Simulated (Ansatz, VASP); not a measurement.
Se: VASP beside Ansatz

```
CELL_PARAMETERS angstrom
4.42366 0.00000 0.00000
-2.21183 3.83100 0.00000
0.00000 0.00000 5.01879
ATOMIC_POSITIONS crystal
Se 0.22540 0.00000 0.33333
Se 0.00000 0.22540 0.66667
Se 0.77460 0.77460 0.00000
```

Change from the starting cell: volume scaled by 1.04, PAW files.

Alike in both runs: task electric field gradients; functional PBE; k mesh 6 × 6 × 5; occupations fermi-dirac, width 0.03 eV; no spin polarisation.

|  | VASP | Ansatz |
| --- | --- | --- |
| version | VASP 6.6.1 | Ansatz 0.2.0 |
| potentials or method | VASP PAW PBE potentials, release 64 (Se) | PAW with Ansatz's default frozen-core files, scalar-relativistic |
| plane-wave cutoff (eV) | 520 | 420 |
| valence electrons in the cell | 18 | 48 |

|  | VASP | Ansatz | Ansatz less VASP |
| --- | --- | --- | --- |
| gap on the k mesh at the Fermi level (eV) | 1.33 | 1.33 | 0.000 |
| pressure (GPa) | 0.7 | 0.6 | -0.10 |
| traceless stress, the component that is largest in VASP (GPa) | 0.37 | 0.33 | -0.033 |
| rms of the force components (eV/Å) | 0.021 | 0.006 | -0.0150 |
| size of Vzz on the site where it differs most (V/Å²) | 513.2 | 530.5 | +17.26 |

Atom by atom the forces differ by 0.015 eV/Å (rms over components). VASP's potentials hold 18 valence electrons a cell and Ansatz's 48, so a difference there can come from the potentials and not from the codes.
